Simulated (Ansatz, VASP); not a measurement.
KS7 in VASP and in Ansatz

```
K S
1.0
     0.00000    4.14726    4.14726
     4.14726    0.00000    4.14726
     4.14726    4.14726    0.00000
K S
1 7
Cartesian
  0.0000 0.0000 0.0000
  0.0000 2.0736 2.0736
  4.1473 2.0736 2.0736
  2.0736 0.0000 2.0736
  2.0736 4.1473 2.0736
  2.0736 2.0736 0.0000
  2.0736 2.0736 4.1473
  4.1473 4.1473 4.1473
```

Change from the starting cell: species swapped into the CePd7 type (Fm-3m, No. 225).

Alike in both runs: task relaxation of cell and atoms; functional PBE; k mesh 8 × 8 × 8; occupations gaussian, width 0.1 eV; no spin polarisation.

|  | VASP | Ansatz |
| --- | --- | --- |
| version | VASP 6.6.1 | Ansatz 0.2.0 |
| potentials or method | VASP PAW PBE potentials, release 64 (K_sv, S), cutoff 600 eV | scalar-relativistic, plane waves, PAW |
| valence electrons in the cell | 51 | 51 |

```csv
,VASP,Ansatz,Ansatz less VASP
"gap on the k mesh at the Fermi level, each at its own relaxed structure (eV)",none,none,-
relaxed volume (Å³/atom),17.96,17.93,-0.030
relaxed cell length with the largest relative difference (Å),5.879,5.876,-0.0033
```

A gap of «none» marks a metal or a gap that the smearing closes.
